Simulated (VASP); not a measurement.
# H20CO9: single point with PBE+D3(BJ)

H20CO9:

```
CELL_PARAMETERS angstrom
6.74600 0.00000 0.00000
0.00000 6.74600 0.00000
0.00000 0.00000 6.74600
ATOMIC_POSITIONS crystal
O 0.65279 0.16256 0.97099
O 0.30157 0.45992 0.87519
O 0.10332 0.27225 0.59217
O 0.28908 0.96515 0.45766
O 0.31562 0.96183 0.98168
O 0.72612 0.42010 0.25431
O 0.93845 0.72232 0.98521
O 0.77133 0.37012 0.63020
O 0.56823 0.68085 0.52338
H 0.55686 0.06543 0.00021
H 0.75901 0.07522 0.94527
H 0.41577 0.45593 0.78758
H 0.19527 0.38506 0.82281
H 0.13909 0.39963 0.51725
H 0.97111 0.28832 0.59330
H 0.23844 0.07741 0.54764
H 0.23783 0.98427 0.31980
H 0.24600 0.09702 0.95798
H 0.34219 0.89029 0.84486
H 0.60345 0.49579 0.23412
H 0.72019 0.31906 0.13553
H 0.09327 0.74794 0.97341
H 0.92857 0.62329 0.09674
H 0.65463 0.33623 0.54118
H 0.77560 0.30092 0.76039
H 0.86663 0.72650 0.62671
H 0.51881 0.78411 0.44014
H 0.63322 0.96905 0.66379
H 0.66712 0.76770 0.80943
C 0.69277 0.80130 0.65500
```

```json
{
 "Program": "VASP 6.6.1",
 "Task": "single point",
 "Functional": "PBE",
 "Dispersion": "D3(BJ)",
 "Potentials or basis": "VASP PAW PBE potentials, release 64 (O, H, C)",
 "Cutoff": "520 eV",
 "k mesh": "1 × 1 × 1",
 "Occupations": "fermi-dirac, width 0.02 eV",
 "Spin": "no spin polarisation",
 "Dipole correction": "no",
 "Further INCAR settings": "LREAL = Auto; ALGO = Normal; EDIFF = 1e-07; NBANDS = 60"
}
```

```
Pressure                   : -0.5 GPa
Largest force              : 7.392 eV/Å
Dispersion energy per atom : -0.034 eV
```

Forces on the atoms (eV/Å):
```
O    1.297  1.725 -0.384
O    1.406  1.243  1.795
O    7.193  1.288 -1.110
O   -0.197  0.528 -0.334
O   -0.461  0.334 -2.312
O   -0.266 -0.978 -1.980
O    2.988 -0.217  0.969
O   -1.368 -0.494  0.442
O    0.664  0.699  1.346
H   -2.552 -1.127  0.701
H    1.864 -1.057 -0.235
H   -0.194 -0.141 -0.251
H   -0.860 -0.663 -1.347
H   -0.022 -1.744  0.986
H   -6.102  0.341 -0.228
H   -0.050 -0.824 -1.820
H    0.259  0.088  1.565
H    1.215 -2.191 -0.178
H   -0.761  1.597  2.332
H    0.453 -0.029  0.187
H   -0.257  1.188  1.706
H   -2.886 -0.538  0.373
H   -0.167  0.782 -0.744
H    1.570  0.264  1.117
H   -1.347  0.435 -0.970
H   -2.788  2.500  0.461
H   -1.187  0.612 -0.751
H    1.613 -1.910 -1.271
H   -0.138 -0.999  0.498
C    1.079 -0.710 -0.564
```

Stress tensor (GPa, compression positive):
```
 2.85  1.06  0.53
 1.06 -2.95 -1.33
 0.53 -1.33 -1.52
```

Levels at points of the mesh, in eV from the Fermi level:
| k point | band 37 | band 38 | band 39 | band 40 | band 41 | band 42 |
| --- | --- | --- | --- | --- | --- | --- |
| (0.00, 0.00, 0.00) | -1.47 | -1.37 | -0.56 | 2.65 | 5.15 | 5.20 |

Wall time 35 s on 1 thread of Intel(R) Xeon(R) Platinum 8375C CPU @ 2.90GHz (Ice Lake), with other jobs on the host, peak memory 0.31 GiB.

Caveat: the k points lie up to 0.93 Å⁻¹ apart.
